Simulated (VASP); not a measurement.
# Cs6Ga (Im-3m) in VASP: single point with PBE

Aim: the single point of Cs6Ga with PBE.

Program: VASP 6.6.1. These are calculated values, not measurements. Logs are shortened: lines on timing, memory, paths and dates and some standing lists are left out, and cuts for length are marked.

## Step 1: The cell of the first run

It takes space group Im-3m (No. 229, cubic). Conventional cell: a = 8.781 Å, b = 8.781 Å, c = 8.781 Å, α = 90.00°, β = 90.00°, γ = 90.00°. Within 3.2 Å of Cs (site symmetry 4mm) lie 1 Ga at 2.41 Å. Within 3.2 Å of Ga (site symmetry m-3m) lie 6 Cs at 2.41 Å.

The cell was generated, and may not be a known phase.

## Step 2: Single point, PBE

File INCAR:

```
SYSTEM = Cs6Ga
  PREC = Accurate
  ENCUT = 520
  EDIFF = 1E-6
  ISMEAR = 0
  SIGMA = 0.1
  LREAL = .FALSE.
  LASPH = .TRUE.
  NELM = 60
  ALGO = Fast
  ISIF = 2
  LWAVE = .FALSE.
  LCHARG = .FALSE.
  GGA = PE
  NBANDS = 42
```

File KPOINTS:

```
Automatic mesh
0
G
  4 4 4
  0 0 0
```

File POSCAR:

```
Cs6Ga
1.0
   -4.3907356700      4.3907356700      4.3907356700
    4.3907356700     -4.3907356700      4.3907356700
    4.3907356700      4.3907356700     -4.3907356700
Cs Ga
6 1
Direct
    0.7256271800      0.7256271800      0.0000000000
    0.2743728200      0.2743728200      0.0000000000
    0.0000000000      0.2743728200      0.2743728200
    0.0000000000      0.7256271800      0.7256271800
    0.7256271800      0.0000000000      0.7256271800
    0.2743728200      0.0000000000      0.2743728200
    0.0000000000      0.0000000000      0.0000000000
```

Potentials or basis: VASP PAW PBE potentials, release 64 (Cs_sv, Ga_d).

The run is started by

```sh
> cat potpaw_PBE.64/Cs_sv/POTCAR potpaw_PBE.64/Ga_d/POTCAR > POTCAR
> mpirun -np 1 vasp_std > vasp.out
```

OUTCAR:

```text
SYSTEM = Cs6Ga
   PREC = Accurate
   ENCUT = 520
   EDIFF = 1E-6
   ISMEAR = 0
   LREAL = .FALSE.
   LASPH = .TRUE.
   NELM = 60
   ISIF = 2
   GGA = PE

 ion  position               nearest neighbor table
   1  0.726  0.726  0.000-   7 2.41
   2  0.274  0.274  0.000-   7 2.41
   3  0.000  0.274  0.274-   7 2.41
   4  0.000  0.726  0.726-   7 2.41
   5  0.726  0.000  0.726-   7 2.41
   6  0.274  0.000  0.274-   7 2.41
   7  0.000  0.000  0.000-   1 2.41   4 2.41   5 2.41   2 2.41   3 2.41   6 2.41

  LATTYP: Found a body centered cubic cell.
 ALAT       =     8.7814713400

  Lattice vectors:

 A1 = (  -4.3907356700,   4.3907356700,   4.3907356700)
 A2 = (   4.3907356700,  -4.3907356700,   4.3907356700)
 A3 = (   4.3907356700,   4.3907356700,  -4.3907356700)

Analysis of symmetry for initial positions (statically):
=====================================================================
 Subroutine PRICEL returns:
 Original cell was already a primitive cell.

 Routine SETGRP: Setting up the symmetry group for a
 body centered cubic supercell.

 Subroutine GETGRP returns: Found 48 space group operations
 (whereof 48 operations were pure point group operations)
 out of a pool of 48 trial point group operations.

The static configuration has the point symmetry O_h .

Analysis of symmetry for dynamics (positions and initial velocities):
=====================================================================
 Subroutine PRICEL returns:
 Original cell was already a primitive cell.

 Routine SETGRP: Setting up the symmetry group for a
 body centered cubic supercell.

 Subroutine GETGRP returns: Found 48 space group operations
 (whereof 48 operations were pure point group operations)
 out of a pool of 48 trial point group operations.

The dynamic configuration has the point symmetry O_h .

 Subroutine INISYM returns: Found 48 space group operations
 (whereof 48 operations are pure point group operations),
 and found     1 'primitive' translations

----------------------------------------------------------------------------------------

                                     Primitive cell
[... 83 lines left out ...]
   NELM   =     60;   NELMIN=  2; NELMDL= -5     # of ELM steps
   EDIFF  = 0.1E-05   stopping-criterion for ELM
   LREAL  =      F    real-space projection
   EDIFFG = 0.1E-04   stopping-criterion for IOM
   NSW    =      0    number of steps for IOM
   IBRION =     -1    ionic relax: 0-MD 1-quasi-New 2-CG
   NFREE  =      0    steps in history (QN), initial steepest desc. (CG)
   ISIF   =      2    stress and relaxation
   ISYM   =      2    0-nonsym 1-usesym 2-fastsym
   POTIM  = 0.5000    time-step for ionic-motion
   TEBEG  =    0.0;   TEEND  =   0.0 temperature during run
   PSTRESS=    0.0 pullay stress
   NELECT =      67.0000    total number of electrons
   NUPDOWN=      -1.0000    fix difference up-down
   EMIN   =  10.00;   EMAX   =-10.00  energy-range for DOS
   EFERMI =   0.00;   METHOD = LEGACY
   ISMEAR =     0;   SIGMA  =   0.10  broadening in eV -4-tet -1-fermi 0-gaus
   EFERMI_NEDOS =   21; number of points for ismear=-14 and -15
   IALGO  =     68    algorithm
   IMIX   =      4    mixing-type and parameters
     AMIX     =   0.40;   BMIX     =  1.00
     AMIX_MAG =   1.60;   BMIX_MAG =  1.00
  volume/ion in A,a.u.               =      48.37       326.42
  Fermi-wavevector in a.u.,A,eV,Ry     =   0.953987  1.802774 12.382544  0.910091
  Thomas-Fermi vector in A             =   2.082692
   LORBIT       =      0    0 simple, 1 ext, 2 COOP (PROOUT), +10 PAW based schemes
   GGA     = PE    functional components
   LHFCALC =     F    Hartree Fock is set to
   AEXX    =    0.0000 exact exchange contribution
   IVDW    =     0    specifies the selected vdW correction
   LEPSILON=     F    determine dielectric tensor
   LRPA    =     F    only Hartree local field effects (RPA)
 non-spin polarized calculation
 RMM-DIIS sequential band-by-band and
 Gauss-broadening in eV      SIGMA  =   0.10
  energy-cutoff  :      520.00
  volume of cell :      338.59
 maximum number of plane-waves:      9189
 NGX is ok and might be reduce to    60
   NGX = 29   NGY = 29   NGZ = 29

 number of electron      67.0000005 magnetization

 Free energy of the ion-electron system (eV)
  ---------------------------------------------------
  ext. energy  EPLUGINS =         0.00000000
  ---------------------------------------------------
  free energy    TOTEN  =        10.63976372 eV

  energy without entropy =       10.71790737  energy(sigma->0) =       10.67883555

 E-fermi :   2.9989     XC(G=0):  -7.7098

 val. band max:        2.9801550345   @ k =   0.5000   0.5000   0.2500
 cond. band min:       3.0036664778   @ k =  -0.2500   0.2500   0.2500
 fundamental gap:      0.0235114433
 Fermi energy:         2.9989264380

 k-point     1 :       0.0000    0.0000    0.0000
  band No.  band energies     occupation
      1     -21.7433      2.00000
      2     -20.9995      2.00000
      3     -20.9995      2.00000
      4     -20.9995      2.00000
      5     -20.8108      2.00000
      6     -20.8108      2.00000
[... 349 lines left out ...]
     41       4.4772      0.00000
     42       5.5199      0.00000

------------------------ aborting loop because EDIFF is reached ----------------------------------------

  FORCE on cell =-STRESS in cart. coord.  units (eV):
  Direction    XX          YY          ZZ          XY          YZ          ZX
  --------------------------------------------------------------------------------------
  -------------------------------------------------------------------------------------
  Total       37.7549754     37.7549754     37.7549754     -0.0000000      0.0000000     -0.0000000
  in kB      178.6540662    178.6540662    178.6540662     -0.0000000      0.0000000     -0.0000000
  external PRESSURE =     178.6540662 kB  Pullay stress =       0.0000000 kB

 VOLUME and BASIS-vectors are now :
 -----------------------------------------------------------------------------
  energy-cutoff  :      520.00
  volume of cell :      338.59
      direct lattice vectors                 reciprocal lattice vectors
    -4.390735670  4.390735670  4.390735670     0.000000000  0.113876133  0.113876133
     4.390735670 -4.390735670  4.390735670     0.113876133  0.000000000  0.113876133
     4.390735670  4.390735670 -4.390735670     0.113876133  0.113876133  0.000000000

 POSITION                                       TOTAL-FORCE (eV/Angst)
 -----------------------------------------------------------------------------------
      0.00000      0.00000      6.37207         0.000000      0.000000     -7.701313
      0.00000      0.00000      2.40940         0.000000      0.000000      7.701313
      2.40940      0.00000      0.00000         7.701313      0.000000      0.000000
      6.37207      0.00000      0.00000        -7.701313      0.000000      0.000000
      0.00000      6.37207      0.00000         0.000000     -7.701313      0.000000
      0.00000      2.40940      0.00000         0.000000      7.701313      0.000000
      0.00000      0.00000      0.00000         0.000000      0.000000      0.000000
 -----------------------------------------------------------------------------------
    total drift:                               -0.000000     -0.000000     -0.000000

  FREE ENERGIE OF THE ION-ELECTRON SYSTEM (eV)
  ---------------------------------------------------
  free  energy   TOTEN  =        10.6397637194 eV

  energy  without entropy=       10.7179073714  energy(sigma->0) =       10.67883555
```

OSZICAR:

```text
N       E                     dE             d eps       ncg     rms          rms(c)
DAV:   1     0.654296866096E+03    0.65430E+03   -0.27630E+04   680   0.145E+03
DAV:   2     0.966511141677E+02   -0.55765E+03   -0.53997E+03   872   0.313E+02
DAV:   3     0.104462933024E+02   -0.86205E+02   -0.84341E+02   816   0.131E+02
[... 27 lines left out ...]
RMM:  31     0.106397695230E+02   -0.23394E-05   -0.24400E-05   392   0.261E-03    0.650E-04
RMM:  32     0.106397673960E+02   -0.21271E-05   -0.22448E-05   352   0.223E-03    0.563E-04
RMM:  33     0.106397660019E+02   -0.13941E-05   -0.15014E-05   302   0.196E-03    0.449E-04
RMM:  34     0.106397645929E+02   -0.14090E-05   -0.14942E-05   312   0.193E-03    0.437E-04
RMM:  35     0.106397637194E+02   -0.87346E-06   -0.92402E-06   277   0.183E-03
   1 F= 0.10639764E+02 E0= 0.10678836E+02  d E =-.781437E-01
```

stdout:

```text
POSCAR found type information on POSCAR CsGa
 POSCAR found :  2 types and       7 ions
 scaLAPACK will be used
 LDA part: xc-table for (Slater+PW92), standard interpolation
 POSCAR, INCAR and KPOINTS ok, starting setup
 FFT: planning ... GRIDC
 FFT: planning ... GRID_SOFT
 FFT: planning ... GRID
 WAVECAR not read
 entering main loop
WARNING in EDDRMM: call to ZHEGV failed, returncode =   8  4     38
```

Wall time 12 min (1 thread of Intel Xeon 8259CL, shared host); peak memory 0.55 GiB.

Results:

```yaml
Free_energy: 10.6398 eV
Pressure: 17.9 GPa
Largest_force: 7.701 eV/Å
Band_gap_on_the_k_mesh: zero (an odd number of electrons rules out a gap without spin polarisation)
```

Forces on the atoms (eV/Å):
```
Cs   0.000  0.000 -7.701
Cs   0.000  0.000  7.701
Cs   7.701  0.000  0.000
Cs  -7.701  0.000  0.000
Cs   0.000 -7.701  0.000
Cs   0.000  7.701  0.000
Ga   0.000  0.000  0.000
```

Levels at points of the mesh, in eV from the Fermi level:
```
           k point  band 30  band 31  band 32  band 33  band 34  band 35  band 36  band 37  band 38  band 39
(0.00, 0.00, 0.00)    -3.92    -1.58     0.76     0.76     0.76     1.23     1.24     1.27     1.40     1.46
(0.50, 0.00, 0.00)    -3.28    -0.59    -0.58    -0.50    -0.18     0.02     0.35     0.55     0.94     1.11
(0.50, 0.50, 0.50)    -3.84    -0.46    -0.13    -0.13    -0.13     0.01     0.01     1.28     1.28     1.28
```

Caveat: the cell stands under pressure; spin-orbit coupling is left out, which moves the levels of the heavy elements; forces of over 1 eV/Å act on the atoms, so gaps and moduli don't describe the material at rest.

The gap in the log of VASP goes by the Fermi energy; the results here count the filled bands.